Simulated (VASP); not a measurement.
Wanted: the native input for a VASP 6.6.1 run.

```yaml
Task: single point
Functional: PBE
Potentials_or_basis: VASP PAW PBE potentials, release 64 (Hf_pv, O)
Cutoff: 520 eV
k_mesh: 6 × 6 × 4
Occupations: gaussian, width 0.01 eV
Spin: no spin polarisation
Dipole_correction: no
Further_INCAR_settings: ALGO = Normal; EDIFF = 1e-06; NBANDS = 31
```

The structure of HfO2 lies in POSCAR:

```
HfO2
1.0
    3.6043202428      0.0000000000      0.0000000000
    0.0000000000      3.6043202428      0.0000000000
    0.0000000000      0.0000000000      5.2638196581
Hf O
2 4
Direct
    0.5000000000      0.5000000000      0.5000000000
    0.0000000000      0.0000000000      0.0000000000
    0.0000000000      0.5000000000      0.6932714164
    0.5000000000      0.0000000000      0.8067285836
    0.5000000000      0.0000000000      0.3067285836
    0.0000000000      0.5000000000      0.1932714164
```

One way to write it, as run:

INCAR

```
SYSTEM = HfO2
PREC = Accurate
ENCUT = 520
EDIFF = 1E-6
ISMEAR = 0
SIGMA = 0.01
LREAL = .FALSE.
LASPH = .TRUE.
NELM = 80
ALGO = Normal
ISIF = 2
LWAVE = .FALSE.
LCHARG = .FALSE.
GGA = PE
NBANDS = 31
```

KPOINTS

```
regular mesh
0
G
  6 6 4
  0 0 0
```

Potentials or basis: VASP PAW PBE potentials, release 64 (Hf_pv, O).

Launch:

```bash
$ cat potpaw_PBE.64/Hf_pv/POTCAR potpaw_PBE.64/O/POTCAR > POTCAR
$ mpirun -np 1 vasp_std > vasp.out
```

It gave:

```json
{
  "Pressure": "-3.1 GPa",
  "Largest force": "0.050 eV/Å",
  "Band gap on the k mesh": "4.65 eV (least direct gap 4.72 eV)"
}
```

Caveat: the cell stands under tension; spin-orbit coupling is left out, which moves the levels of the heavy elements.

It took 47 s on 1 thread of Intel(R) Xeon(R) Platinum 8488C (Sapphire Rapids), on a shared host, peak memory 0.2 GiB.
